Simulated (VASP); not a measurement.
Write the native input for VASP 6.6.1 that does the following.

* Task: single point
* Functional: r2SCAN
* Potentials or basis: VASP PAW PBE potentials, release 64 (V_sv, I)
* Cutoff: 520 eV
* k mesh: 6 × 6 × 6
* Occupations: gaussian, width 0.1 eV
* Spin: collinear spin, ferromagnetic start
* Starting moments: [2.0, 0.0] μB
* Dipole correction: no
* Further INCAR settings: ALGO = Normal; EDIFF = 1e-06; NBANDS = 21

VI:

```
V I
1.0
     3.84597    0.00000    0.00000
     0.00000    3.84597    0.00000
     0.00000    0.00000    3.84597
V I
1 1
Direct
  0.00000 0.00000 0.00000
  0.50000 0.50000 0.50000
```

One way to write it, as run:

POSCAR

```
VI
1.0
    3.8459713320      0.0000000000      0.0000000000
    0.0000000000      3.8459713320      0.0000000000
    0.0000000000      0.0000000000      3.8459713320
V I
1 1
Direct
    0.0000000000      0.0000000000      0.0000000000
    0.5000000000      0.5000000000      0.5000000000
```

INCAR.step1

```
ALGO = Normal
EDIFF = 1E-4
ENCUT = 520
GGA = PE
ISMEAR = 0
ISPIN = 2
LASPH = T
LCHARG = F
LMAXMIX = 4
LREAL = F
LWAVE = T
MAGMOM = 2 0
NBANDS = 21
NELM = 150
PREC = Accurate
SIGMA = 0.1
```

INCAR.step2

```
ALGO = Normal
EDIFF = 1E-6
ENCUT = 520
ISIF = 2
ISMEAR = 0
ISPIN = 2
ISTART = 1
LASPH = T
LCHARG = T
LELF = T
LMAXMIX = 4
LMIXTAU = T
LORBIT = 11
LREAL = F
LVHAR = T
LWAVE = F
MAGMOM = 2 0
METAGGA = R2SCAN
NBANDS = 21
NELM = 150
PREC = Accurate
SIGMA = 0.1
```

KPOINTS

```
k-points
0
Gamma
  6 6 6
```

Potentials or basis: VASP PAW PBE potentials, release 64 (V_sv, I).

Run with:

```console
$ cat potpaw_PBE.64/V_sv/POTCAR potpaw_PBE.64/I/POTCAR > POTCAR
$ cp INCAR.step1 INCAR
$ mpirun -np 1 vasp_std > vasp.out
$ cp INCAR.step2 INCAR
$ mpirun -np 1 vasp_std > vasp.out
```

It gave:

```
Pressure                                              : -4.4 GPa
Band gap on the k mesh                                : zero (filled and empty bands overlap)
Net moment                                            : 4.00 μB per cell
Site moments                                          : V +3.23; I -0.06 μB
Valence electrons inside the program's atomic spheres : V 11.34; I 4.32
```

Caveat: the cell stands under tension; the PAW data sets were made with another functional, which shifts forces and pressure a little; spin-orbit coupling is left out, which moves the levels of the heavy elements; semilocal functionals often make such compounds metallic where correlation or magnetic order opens a gap, which also shifts bond lengths.

Wall time 5.9 min on 1 thread of Oxide Virtual Turin-like Processor, on a shared host, peak memory 0.18 GiB.
